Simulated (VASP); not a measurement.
# Ni (I4/mmm) in VASP: single point with PBEsol

Aim: the single point of Ni with PBEsol.

All numbers are computed with VASP 6.6.1; they aren't measurements. Logs are shortened: lines on timing, memory, paths and dates and some standing lists are left out, and cuts for length are marked.

## 1. The cell of the first run

Symmetry: I4/mmm, No. 139, tetragonal system. The conventional cell has a = 3.195 Å, b = 3.195 Å, c = 2.077 Å, α = 90.00°, β = 90.00°, γ = 90.00°. Within 2.7 Å of Ni (site symmetry 4/mmm) lie 10 Ni at 2.08 to 2.49 Å.

## 2. Single point, PBEsol, collinear spin, ferromagnetic start

File INCAR:

```
  ALGO = Normal
  EDIFF = 1E-6
  ENCUT = 520
  GGA = PS
  ISIF = 2
  ISMEAR = 0
  ISPIN = 2
  LASPH = True
  LCHARG = False
  LMAXMIX = 4
  LORBIT = 11
  LREAL = False
  LWAVE = False
  MAGMOM = 0.5
  NBANDS = 15
  NELM = 150
  PREC = Accurate
  SIGMA = 0.15
```

File KPOINTS:

```
k-points
0
Gamma
  26 26 26
```

File POSCAR:

```
Ni
1.0
   -1.5973828259      1.5973828259      1.0382988368
    1.5973828259     -1.5973828259      1.0382988368
    1.5973828259      1.5973828259     -1.0382988368
Ni
1
Direct
    0.0000000000      0.0000000000      0.0000000000
```

Potentials or basis: VASP PAW PBE potentials, release 64 (Ni).

Launch:

```
$ cat potpaw_PBE.64/Ni/POTCAR > POTCAR
$ mpirun -np 1 vasp_std > vasp.out
```

OUTCAR:

```text
EDIFF = 1E-6
   ENCUT = 520
   GGA = PS
   ISIF = 2
   ISMEAR = 0
   ISPIN = 2
   LASPH = True
   LORBIT = 11
   LREAL = False
   NELM = 150
   PREC = Accurate

 ion  position               nearest neighbor table
   1  0.000  0.000  0.000-

  LATTYP: Found a body centered tetragonal cell.
 ALAT       =     3.1947656518
 C/A-ratio  =     0.6500000000

  Lattice vectors:

 A1 = (  -1.5973828259,   1.5973828259,   1.0382988368)
 A2 = (   1.5973828259,  -1.5973828259,   1.0382988368)
 A3 = (   1.5973828259,   1.5973828259,  -1.0382988368)

Analysis of symmetry for initial positions (statically):
=====================================================================
 Subroutine PRICEL returns:
 Original cell was already a primitive cell.

 Routine SETGRP: Setting up the symmetry group for a
 body centered tetragonal supercell.

 Subroutine GETGRP returns: Found 16 space group operations
 (whereof 16 operations were pure point group operations)
 out of a pool of 16 trial point group operations.

The static configuration has the point symmetry D_4h.

Analysis of symmetry for dynamics (positions and initial velocities):
=====================================================================
 Subroutine PRICEL returns:
 Original cell was already a primitive cell.

 Routine SETGRP: Setting up the symmetry group for a
 body centered tetragonal supercell.

 Subroutine GETGRP returns: Found 16 space group operations
 (whereof 16 operations were pure point group operations)
 out of a pool of 16 trial point group operations.

The dynamic configuration has the point symmetry D_4h.

Analysis of structural, dynamic, and magnetic symmetry:
=====================================================================
 Subroutine PRICEL returns:
 Original cell was already a primitive cell.

 Routine SETGRP: Setting up the symmetry group for a
 body centered tetragonal supercell.

 Subroutine GETGRP returns: Found 16 space group operations
 (whereof 16 operations were pure point group operations)
 out of a pool of 16 trial point group operations.

The overall configuration has the point symmetry D_4h.

 Subroutine INISYM returns: Found 16 space group operations
 (whereof 16 operations are pure point group operations),
 and found     1 'primitive' translations

----------------------------------------------------------------------------------------

                                     Primitive cell

  volume of cell :      10.5974

  direct lattice vectors                    reciprocal lattice vectors
    -1.597382826  1.597382826  1.038298837     0.000000000  0.313012004  0.481556930
[... 126 lines left out ...]
  ext. energy  EPLUGINS =         0.00000000
  ---------------------------------------------------
  free energy    TOTEN  =        -5.55272158 eV

  energy without entropy =       -5.53818691  energy(sigma->0) =       -5.54545425

 E-fermi :   9.5216     XC(G=0): -13.5216

 val. band max:        9.5212104616   @ k =  -0.1923   0.3077   0.1923
 cond. band min:       9.5223283251   @ k =  -0.1923   0.2692   0.1154
 fundamental gap:      0.0011178635
 Fermi energy:         9.5216084911

 spin component 1

 k-point     1 :       0.0000    0.0000    0.0000
  band No.  band energies     occupation
      1       0.3868      1.00000
      2       5.7300      1.00000
      3       5.9163      1.00000
      4       8.4875      1.00000
      5       8.4875      1.00000
      6       9.0649      0.99999
      7      29.2160      0.00000
      8      29.2160      0.00000
      9      33.9279      0.00000
     10      36.5900      0.00000
     11      46.1553      0.00000
     12      46.1553      0.00000
     13      48.0736      0.00000
     14      50.2162      0.00000
[... 403 lines left out ...]
      4       8.5337      1.00000
      5       9.0783      0.99999
      6      10.5547      0.00000
      7      21.5372      0.00000
      8      27.0577      0.00000
      9      27.7509      0.00000
     10      32.2965      0.00000
     11      35.3693      0.00000
     12      41.0010      0.00000
     13      47.7952      0.00000
     14      48.6928      0.00000
     15      53.7742      0.00000

 [... further k-points ...]

 spin component 2

 k-point     1 :       0.0000    0.0000    0.0000
  band No.  band energies     occupation
      1       0.3925      1.00000
      2       6.3434      1.00000
      3       6.5646      1.00000
      4       9.2188      0.99785
      5       9.2188      0.99785
      6       9.5233      0.49365
      7      29.2223      0.00000
      8      29.2223      0.00000
      9      34.1379      0.00000
     10      36.6940      0.00000
     11      46.1526      0.00000
     12      46.1526      0.00000
     13      48.0114      0.00000
     14      50.0982      0.00000
[... 403 lines left out ...]
      4       9.2409      0.99593
      5       9.7322      0.02353
      6      10.8263      0.00000
      7      21.7465      0.00000
      8      27.1142      0.00000
      9      27.8067      0.00000
     10      32.4622      0.00000
     11      35.4494      0.00000
     12      41.0711      0.00000
     13      47.8736      0.00000
     14      48.7650      0.00000
     15      54.4683      0.00000

 [... further k-points ...]

------------------------ aborting loop because EDIFF is reached ----------------------------------------

  FORCE on cell =-STRESS in cart. coord.  units (eV):
  Direction    XX          YY          ZZ          XY          YZ          ZX
  --------------------------------------------------------------------------------------
  -------------------------------------------------------------------------------------
  Total       -0.9461596     -0.9461596      5.6461481      0.0000000     -0.0000000      0.0000000
  in kB     -143.0456322   -143.0456322    853.6158491      0.0000000     -0.0000000      0.0000000
  external PRESSURE =     189.1748616 kB  Pullay stress =       0.0000000 kB

 VOLUME and BASIS-vectors are now :
 -----------------------------------------------------------------------------
  energy-cutoff  :      520.00
  volume of cell :       10.60
      direct lattice vectors                 reciprocal lattice vectors
    -1.597382826  1.597382826  1.038298837     0.000000000  0.313012004  0.481556930
     1.597382826 -1.597382826  1.038298837     0.313012004  0.000000000  0.481556930
     1.597382826  1.597382826 -1.038298837     0.313012004  0.313012004  0.000000000

 POSITION                                       TOTAL-FORCE (eV/Angst)
 -----------------------------------------------------------------------------------
      0.00000      0.00000      0.00000        -0.000000      0.000000     -0.000000
 -----------------------------------------------------------------------------------
    total drift:                                0.000000     -0.000000      0.000000

  FREE ENERGIE OF THE ION-ELECTRON SYSTEM (eV)
  ---------------------------------------------------
  free  energy   TOTEN  =        -5.5527215848 eV

  energy  without entropy=       -5.5381869106  energy(sigma->0) =       -5.54545425

 total charge

# of ion       s       p       d       tot
------------------------------------------
    1        0.554   0.552   8.403   9.509

 magnetization (x)

# of ion       s       p       d       tot
------------------------------------------
    1       -0.004  -0.021   0.619   0.594
```

OSZICAR:

```text
N       E                     dE             d eps       ncg     rms          rms(c)
DAV:   1     0.330117073042E+02    0.33012E+02   -0.42130E+03 84978   0.863E+02
DAV:   2    -0.515390875737E+01   -0.38166E+02   -0.35442E+02 90825   0.163E+02
DAV:   3    -0.660104730582E+01   -0.14471E+01   -0.14311E+01 98000   0.310E+01
DAV:   4    -0.660956961534E+01   -0.85223E-02   -0.85207E-02 97755   0.228E+00
DAV:   5    -0.660966730933E+01   -0.97694E-04   -0.97692E-04100093   0.217E-01    0.109E+01
DAV:   6    -0.589832078297E+01    0.71135E+00   -0.13872E+01115612   0.403E+01    0.600E+00
DAV:   7    -0.556882927885E+01    0.32949E+00   -0.22768E+00110421   0.154E+01    0.234E+00
DAV:   8    -0.555522964623E+01    0.13600E-01   -0.35638E-02105825   0.126E+00    0.102E+00
DAV:   9    -0.555317337928E+01    0.20563E-02   -0.24941E-03127085   0.325E-01    0.339E-01
DAV:  10    -0.555269142334E+01    0.48196E-03   -0.67604E-04135861   0.177E-01    0.105E-01
DAV:  11    -0.555271882519E+01   -0.27402E-04   -0.21582E-04111960   0.128E-01    0.304E-02
DAV:  12    -0.555272085812E+01   -0.20329E-05   -0.92637E-06114222   0.211E-02    0.118E-02
DAV:  13    -0.555272158480E+01   -0.72668E-06   -0.59752E-07 71372   0.807E-03
   1 F= -.55527216E+01 E0= -.55454542E+01  d E =-.145347E-01  mag=     0.5945
```

It took 7.6 min on 1 thread of Oxide Virtual Turin-like, shared host; peak memory 0.36 GiB.

Results:

```
Free energy                                           : -5.5527 eV
Pressure                                              : 18.9 GPa
Net moment                                            : 0.59 μB per cell
Site moments                                          : Ni +0.59 μB
Valence electrons inside the program's atomic spheres : Ni 9.51
```

Stress tensor (GPa, compression positive):
```
-14.30   0.00   0.00
  0.00 -14.30   0.00
  0.00   0.00  85.36
```

Caveat: the stress differs along the axes, from -14 to 85 GPa; the PAW data sets were made with another functional, which shifts forces and pressure a little.
